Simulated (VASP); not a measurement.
# Rb2Fe (P-3m1) in VASP: single point with PBE

Aim: the single point of Rb2Fe with PBE.

All numbers are computed with VASP 6.6.1; they aren't measurements. Logs are shortened: lines on timing, memory, paths and dates and some standing lists are left out, and cuts for length are marked.

## Step 1: The cell of the first run

It takes space group P-3m1 (No. 164, trigonal). Conventional cell: a = 4.671 Å, b = 4.671 Å, c = 10.007 Å, α = 90.00°, β = 90.00°, γ = 120.00°. Rb (site symmetry 3m) has 3 Fe at 3.97 Å and 9 Rb at 4.67 to 4.97 Å within 5.2 Å. Within 5.2 Å of Fe (site symmetry -3m) lie 6 Rb at 3.97 Å and 6 Fe at 4.67 Å.

The cell was built from a structure type or drawn by symmetry, and may not be a known phase.

## Step 2: Single point, PBE, collinear spin, ferromagnetic start

Input file INCAR:

```
SYSTEM = Rb2Fe
ALGO = Normal
EDIFF = 1E-6
ENCUT = 520
GGA = PE
ISIF = 2
ISMEAR = 0
ISPIN = 2
LASPH = .TRUE.
LCHARG = .FALSE.
LMAXMIX = 4
LORBIT = 11
LREAL = .FALSE.
LWAVE = .FALSE.
MAGMOM = 0 0 4
NBANDS = 24
NELM = 150
PREC = Accurate
SIGMA = 0.1
```

Input file KPOINTS:

```
k-points
0
G
  6 6 2
  0 0 0
```

Input file POSCAR:

```
Rb2Fe
1.0
    4.6710603300      0.0000000000      0.0000000000
   -2.3355301600      4.0452569000      0.0000000000
    0.0000000000      0.0000000000     10.0073555400
Rb Fe
2 1
Direct
    0.3333333300      0.6666666700      0.7916046000
    0.6666666700      0.3333333300      0.2083954000
    0.0000000000      0.0000000000      0.5000000000
```

Potentials or basis: VASP PAW PBE potentials, release 64 (Rb_sv, Fe).

The run is started by

```bash
$ cat potpaw_PBE.64/Rb_sv/POTCAR potpaw_PBE.64/Fe/POTCAR > POTCAR
$ mpirun -np 1 vasp_std > vasp.out
```

OUTCAR:

```text
SYSTEM = Rb2Fe
   EDIFF = 1E-6
   ENCUT = 520
   GGA = PE
   ISIF = 2
   ISMEAR = 0
   ISPIN = 2
   LASPH = .TRUE.
   LORBIT = 11
   LREAL = .FALSE.
   NELM = 150
   PREC = Accurate

 ion  position               nearest neighbor table
   1  0.333  0.667  0.792-   3 3.97   3 3.97   3 3.97   2 4.97   2 4.97   2 4.97
   2  0.667  0.333  0.208-   3 3.97   3 3.97   3 3.97   1 4.97   1 4.97   1 4.97
   3  0.000  0.000  0.500-   1 3.97   2 3.97   1 3.97   2 3.97   2 3.97   1 3.97

  LATTYP: Found a hexagonal cell.
 ALAT       =     4.6710603300
 C/A-ratio  =     2.1424162466

  Lattice vectors:

 A1 = (   4.6710603300,   0.0000000000,   0.0000000000)
 A2 = (  -2.3355301600,   4.0452569000,   0.0000000000)
 A3 = (   0.0000000000,   0.0000000000,  10.0073555400)

Analysis of symmetry for initial positions (statically):
=====================================================================
 Subroutine PRICEL returns:
 Original cell was already a primitive cell.

 Routine SETGRP: Setting up the symmetry group for a
 hexagonal supercell.

 Subroutine GETGRP returns: Found 12 space group operations
 (whereof 12 operations were pure point group operations)
 out of a pool of 24 trial point group operations.

The static configuration has the point symmetry D_3d.

Analysis of symmetry for dynamics (positions and initial velocities):
=====================================================================
 Subroutine PRICEL returns:
 Original cell was already a primitive cell.

 Routine SETGRP: Setting up the symmetry group for a
 hexagonal supercell.

 Subroutine GETGRP returns: Found 12 space group operations
 (whereof 12 operations were pure point group operations)
 out of a pool of 24 trial point group operations.

The dynamic configuration has the point symmetry D_3d.

Analysis of structural, dynamic, and magnetic symmetry:
=====================================================================
 Subroutine PRICEL returns:
 Original cell was already a primitive cell.

 Routine SETGRP: Setting up the symmetry group for a
 hexagonal supercell.

 Subroutine GETGRP returns: Found 12 space group operations
 (whereof 12 operations were pure point group operations)
 out of a pool of 24 trial point group operations.

The overall configuration has the point symmetry D_3d.

 Subroutine INISYM returns: Found 12 space group operations
 (whereof 12 operations are pure point group operations),
 and found     1 'primitive' translations

----------------------------------------------------------------------------------------

                                     Primitive cell

  volume of cell :     189.0954

  direct lattice vectors                    reciprocal lattice vectors
     4.671060330  0.000000000  0.000000000     0.214084154  0.123601544  0.000000000
    -2.335530160  4.045256900  0.000000000     0.000000000  0.247203089  0.000000000
     0.000000000  0.000000000 10.007355540     0.000000000  0.000000000  0.099926499

  length of vectors
     4.671060330  4.671060320 10.007355540     0.247203088  0.247203089  0.099926499

  position of ions in fractional coordinates (direct lattice)
     0.333333330  0.666666670  0.791604600
     0.666666670  0.333333330  0.208395400
     0.000000000  0.000000000  0.500000000

  ion indices of the primitive-cell ions
   primitive index   ion index
                 1           1
                 2           2
                 3           3

----------------------------------------------------------------------------------------

 KPOINTS: k-points

Automatic generation of k-mesh.
 Grid dimensions read from file:
 generate k-points for:    6    6    2

 Generating k-lattice:

  Cartesian coordinates                     Fractional coordinates (reciprocal lattice)
     0.035680692  0.020600257  0.000000000     0.166666667 -0.000000000  0.000000000
     0.000000000  0.041200515  0.000000000     0.000000000  0.166666667  0.000000000
     0.000000000  0.000000000  0.049963249     0.000000000  0.000000000  0.500000000

  Length of vectors
     0.041200515  0.041200515  0.049963249

  Shift w.r.t. Gamma in fractional coordinates (k-lattice)
     0.000000000  0.000000000  0.000000000

 Subroutine IBZKPT returns following result:
 ===========================================

 Found     14 irreducible k-points:

 Following reciprocal coordinates:
            Coordinates               Weight
  0.000000  0.000000  0.000000      1.000000
  0.166667  0.000000  0.000000      6.000000
  0.333333 -0.000000  0.000000      6.000000
  0.500000  0.000000  0.000000      3.000000
  0.166667  0.166667  0.000000      6.000000
  0.333333  0.166667  0.000000     12.000000
  0.333333  0.333333  0.000000      2.000000
  0.000000  0.000000  0.500000      1.000000
  0.166667  0.000000  0.500000      6.000000
  0.333333 -0.000000  0.500000      6.000000
  0.500000  0.000000  0.500000      3.000000
  0.166667  0.166667  0.500000      6.000000
  0.333333  0.166667  0.500000     12.000000
  0.333333  0.333333  0.500000      2.000000
   k-points           NKPTS =     14   k-points in BZ     NKDIM =     14   number of bands    NBANDS=     24
   number of dos      NEDOS =    301   number of ions     NIONS =      3
   total plane-waves  NPLWV = 103680
   dimension x,y,z NGX =    36 NGY =   36 NGZ =   80
   dimension x,y,z NGXF=    72 NGYF=   72 NGZF=  160
   ions per type =               2   1
   NGX,Y,Z   is equivalent  to a cutoff of  12.81, 12.81, 13.29 a.u.
   NGXF,Y,Z  is equivalent  to a cutoff of  25.63, 25.63, 26.58 a.u.
 SYSTEM =  Rb2Fe
   PREC   = accura    normal or accurate (medium, high low for compatibility)
   ISTART =      0    job   : 0-new  1-cont  2-samecut
   ICHARG =      2    charge: 1-file 2-atom 10-const
   ISPIN  =      2    spin polarized calculation?
   LNONCOLLINEAR =      F non collinear calculations
   LSORBIT =      F    spin-orbit coupling
   LASPH  =      T    aspherical Exc in radial PAW
   ENCUT  =  520.0 eV  38.22 Ry    6.18 a.u.   8.69  8.69 18.61*2*pi/ulx,y,z
   NELM   =    150;   NELMIN=  2; NELMDL= -5     # of ELM steps
   EDIFF  = 0.1E-05   stopping-criterion for ELM
   LREAL  =      F    real-space projection
   EDIFFG = 0.1E-04   stopping-criterion for IOM
   NSW    =      0    number of steps for IOM
   IBRION =     -1    ionic relax: 0-MD 1-quasi-New 2-CG
   NFREE  =      0    steps in history (QN), initial steepest desc. (CG)
   ISIF   =      2    stress and relaxation
   ISYM   =      2    0-nonsym 1-usesym 2-fastsym
   POTIM  = 0.5000    time-step for ionic-motion
   TEBEG  =    0.0;   TEEND  =   0.0 temperature during run
   PSTRESS=    0.0 pullay stress
   NELECT =      26.0000    total number of electrons
   NUPDOWN=      -1.0000    fix difference up-down
   EMIN   =  10.00;   EMAX   =-10.00  energy-range for DOS
   EFERMI =   0.00;   METHOD = LEGACY
   ISMEAR =     0;   SIGMA  =   0.10  broadening in eV -4-tet -1-fermi 0-gaus
   EFERMI_NEDOS =   21; number of points for ismear=-14 and -15
   IALGO  =     38    algorithm
   IMIX   =      4    mixing-type and parameters
     AMIX     =   0.40;   BMIX     =  1.00
     AMIX_MAG =   1.60;   BMIX_MAG =  1.00
  volume/ion in A,a.u.               =      63.03       425.36
  Fermi-wavevector in a.u.,A,eV,Ry     =   0.844965  1.596753  9.714107  0.713967
  Thomas-Fermi vector in A             =   1.960078
   LORBIT       =     11    0 simple, 1 ext, 2 COOP (PROOUT), +10 PAW based schemes
   GGA     = PE    functional components
   LHFCALC =     F    Hartree Fock is set to
   AEXX    =    0.0000 exact exchange contribution
   IVDW    =     0    specifies the selected vdW correction
   LEPSILON=     F    determine dielectric tensor
   LRPA    =     F    only Hartree local field effects (RPA)
 spin polarized calculation
 Gauss-broadening in eV      SIGMA  =   0.10
  energy-cutoff  :      520.00
  volume of cell :      189.10
 maximum number of plane-waves:      5112
 NGX is ok and might be reduce to    36
   NGX = 17   NGY = 17   NGZ = 37

 number of electron      26.0000004 magnetization       3.2864120

 Free energy of the ion-electron system (eV)
  ---------------------------------------------------
  ext. energy  EPLUGINS =         0.00000000
  ---------------------------------------------------
  free energy    TOTEN  =        -6.79113061 eV

  energy without entropy =       -6.76665169  energy(sigma->0) =       -6.77889115

 E-fermi :   0.1989     XC(G=0):  -6.1973

 val. band max:        0.1841576078   @ k =   0.1667   0.1667   0.0000
 cond. band min:       0.2036154530   @ k =   0.5000   0.0000   0.0000
 fundamental gap:      0.0194578453
 Fermi energy:         0.1988642367

 spin component 1

 k-point     1 :       0.0000    0.0000    0.0000
  band No.  band energies     occupation
      1     -28.4011      1.00000
      2     -28.3985      1.00000
      3     -12.5143      1.00000
      4     -12.4437      1.00000
      5     -12.4379      1.00000
      6     -12.4379      1.00000
[... 16 lines left out ...]
     23       5.2670      0.00000
     24       5.2670      0.00000

 k-point     2 :       0.1667    0.0000    0.0000
  band No.  band energies     occupation
      1     -28.3991      1.00000
      2     -28.3968      1.00000
      3     -12.5054      1.00000
      4     -12.4790      1.00000
      5     -12.4698      1.00000
      6     -12.4479      1.00000
[... 16 lines left out ...]
     23       4.5695      0.00000
     24       4.8715      0.00000

 k-point     3 :       0.3333   -0.0000    0.0000
  band No.  band energies     occupation
      1     -28.3949      1.00000
      2     -28.3934      1.00000
      3     -12.5579      1.00000
      4     -12.5505      1.00000
      5     -12.4774      1.00000
      6     -12.4673      1.00000
[... 16 lines left out ...]
     23       4.7434      0.00000
     24       4.9940      0.00000
[... 244 lines left out ...]
 k-point    13 :       0.3333    0.1667    0.5000
  band No.  band energies     occupation
      1     -28.3926      1.00000
      2     -28.3918      1.00000
      3     -12.5756      1.00000
      4     -12.5694      1.00000
      5     -12.4972      1.00000
      6     -12.4879      1.00000
[... 16 lines left out ...]
     23       4.3765      0.00000
     24       5.2373      0.00000

 k-point    14 :       0.3333    0.3333    0.5000
  band No.  band energies     occupation
      1     -28.3913      1.00000
      2     -28.3913      1.00000
      3     -12.5514      1.00000
      4     -12.5452      1.00000
      5     -12.5452      1.00000
      6     -12.5367      1.00000
[... 16 lines left out ...]
     23       4.2458      0.00000
     24       4.9951      0.00000
 Fermi energy:         0.1988642367

 spin component 2

 k-point     1 :       0.0000    0.0000    0.0000
  band No.  band energies     occupation
      1     -28.4042      1.00000
      2     -28.4016      1.00000
      3     -12.5157      1.00000
      4     -12.4465      1.00000
      5     -12.4438      1.00000
      6     -12.4438      1.00000
[... 16 lines left out ...]
     23       5.5551      0.00000
     24       5.5553      0.00000

 k-point     2 :       0.1667    0.0000    0.0000
  band No.  band energies     occupation
      1     -28.4021      1.00000
      2     -28.3999      1.00000
      3     -12.5070      1.00000
      4     -12.4853      1.00000
      5     -12.4761      1.00000
      6     -12.4538      1.00000
[... 16 lines left out ...]
     23       4.6723      0.00000
     24       4.8867      0.00000

 k-point     3 :       0.3333   -0.0000    0.0000
  band No.  band energies     occupation
      1     -28.3979      1.00000
      2     -28.3964      1.00000
      3     -12.5649      1.00000
      4     -12.5576      1.00000
      5     -12.4795      1.00000
      6     -12.4734      1.00000
[... 16 lines left out ...]
     23       4.8255      0.00000
     24       5.1426      0.00000
[... 244 lines left out ...]
 k-point    13 :       0.3333    0.1667    0.5000
  band No.  band energies     occupation
      1     -28.3956      1.00000
      2     -28.3948      1.00000
      3     -12.5829      1.00000
      4     -12.5766      1.00000
      5     -12.5035      1.00000
      6     -12.4943      1.00000
[... 16 lines left out ...]
     23       4.5103      0.00000
     24       5.3441      0.00000

 k-point    14 :       0.3333    0.3333    0.5000
  band No.  band energies     occupation
      1     -28.3943      1.00000
      2     -28.3943      1.00000
      3     -12.5583      1.00000
      4     -12.5522      1.00000
      5     -12.5522      1.00000
      6     -12.5437      1.00000
[... 16 lines left out ...]
     23       4.3628      0.00000
     24       5.0416      0.00000

------------------------ aborting loop because EDIFF is reached ----------------------------------------

  FORCE on cell =-STRESS in cart. coord.  units (eV):
  Direction    XX          YY          ZZ          XY          YZ          ZX
  --------------------------------------------------------------------------------------
  -------------------------------------------------------------------------------------
  Total       -0.2465394     -0.2465394     -0.8356574     -0.0000000      0.0000000      0.0000000
  in kB       -2.0888924     -2.0888924     -7.0804022     -0.0000000      0.0000000      0.0000000
  external PRESSURE =      -3.7527290 kB  Pullay stress =       0.0000000 kB

 VOLUME and BASIS-vectors are now :
 -----------------------------------------------------------------------------
  energy-cutoff  :      520.00
  volume of cell :      189.10
      direct lattice vectors                 reciprocal lattice vectors
     4.671060330  0.000000000  0.000000000     0.214084154  0.123601544  0.000000000
    -2.335530160  4.045256900  0.000000000     0.000000000  0.247203089  0.000000000
     0.000000000  0.000000000 10.007355540     0.000000000  0.000000000  0.099926499

 POSITION                                       TOTAL-FORCE (eV/Angst)
 -----------------------------------------------------------------------------------
     -0.00000      2.69684      7.92187         0.000000     -0.000000     -0.260285
      2.33553      1.34842      2.08549        -0.000000      0.000000      0.260285
      0.00000      0.00000      5.00368        -0.000000      0.000000      0.000000
 -----------------------------------------------------------------------------------
    total drift:                               -0.000000      0.000000     -0.000000

  FREE ENERGIE OF THE ION-ELECTRON SYSTEM (eV)
  ---------------------------------------------------
  free  energy   TOTEN  =        -6.7911306146 eV

  energy  without entropy=       -6.7666516865  energy(sigma->0) =       -6.77889115

 total charge

# of ion       s       p       d       tot
------------------------------------------
    1        1.960   5.324   0.012   7.296
    2        1.960   5.324   0.012   7.296
    3        0.480   0.025   6.114   6.620
--------------------------------------------------
tot          4.400  10.673   6.139  21.212

 magnetization (x)

# of ion       s       p       d       tot
------------------------------------------
    1       -0.001  -0.000  -0.001  -0.003
    2       -0.001  -0.000  -0.001  -0.003
    3        0.068   0.000   3.089   3.157
--------------------------------------------------
tot          0.065   0.000   3.086   3.152
```

It took 3.1 min on 1 thread of Intel Xeon Platinum 8259CL at 2.50GHz (Skylake/Cascade Lake), shared host; peak memory 0.43 GiB.

What came out:

- Free energy: -6.7911 eV
- Pressure: -0.4 GPa
- Largest force: 0.260 eV/Å
- Net moment: 3.29 μB per cell
- Site moments: Rb -0.00; Fe +3.16 μB
- Valence electrons inside the program's atomic spheres: Rb 7.30; Fe 6.62

Forces on the atoms (eV/Å):
```
Rb   0.000  0.000 -0.260
Rb   0.000  0.000  0.260
Fe   0.000  0.000  0.000
```

Stress tensor (GPa, compression positive):
```
-0.21  0.00  0.00
 0.00 -0.21  0.00
 0.00  0.00 -0.71
```
